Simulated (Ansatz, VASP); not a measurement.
Two plane-wave programs on Ta

INCAR

```
  PREC = Accurate
  ENCUT = 520
  EDIFF = 1E-7
  ISMEAR = 0
  SIGMA = 0.15
  LREAL = False
  LASPH = True
  NELM = 60
  ALGO = Fast
  ISIF = 2
  LWAVE = False
  LCHARG = False
  GGA = PE
  NBANDS = 12
```

Contents of KPOINTS:

```
Automatic mesh
0
Gamma
  18 18 18
```

File POSCAR:

```
Ta
1.0
   -1.7507551652      1.6594835689      1.7217142027
    1.7507551652     -1.6594835689      1.7217142027
    1.7507551652      1.6594835689     -1.7217142027
Ta
1
Direct
    0.0000000000      0.0000000000      0.0000000000
```

Input for Ansatz:

```yaml
crystal:
  lattice:
    - [-1.7507551652, 1.6594835689, 1.7217142027]
    - [1.7507551652, -1.6594835689, 1.7217142027]
    - [1.7507551652, 1.6594835689, -1.7217142027]
  atoms:
    - { symbol: Ta, position: [0.0, 0.0, 0.0] }
basis:
  ecutwfc: 420
kpoints:
  mp_grid: { grid: [18, 18, 18] }
hamiltonian:
  xc: pbe
  pseudopotentials: { kind: paw, azcp: { folder: soft_1 } }
scf:
  occupations: { method: gaussian, width: 0.15 }
output:
  forces: true
  stress: true
  eigenvalues: true
```

Change from the starting cell: normal strain along x +0.0550, normal strain along z +0.0375.

Alike in both runs: task single point; functional PBE; k mesh 18 × 18 × 18; occupations gaussian, width 0.15 eV; no spin polarisation.

```csv
,VASP,Ansatz
version,VASP 6.6.1,Ansatz 0.2.0
potentials or method,"VASP PAW PBE potentials, release 64 (Ta_pv), cutoff 520 eV","scalar-relativistic, plane waves, PAW"
valence electrons in the cell,11,13
```

VASP gave:

| Quantity | Value |
| --- | --- |
| gap on the k mesh at the Fermi level (eV) | none |
| pressure (GPa) | -14.6 |
| traceless stress, the component that is largest in VASP (GPa) | 2.01 |

**Question.** Which values does Ansatz return?

**Answer.** gap on the k mesh at the Fermi level (eV): none; pressure (GPa): -14.6; traceless stress, the component that is largest in VASP (GPa): 2.02.

A gap of «none» marks a metal or a gap that the smearing closes. VASP's potentials hold 11 valence electrons a cell and Ansatz's 13, so a difference there can come from the potentials and not from the codes.

Neither program's run includes spin-orbit coupling.
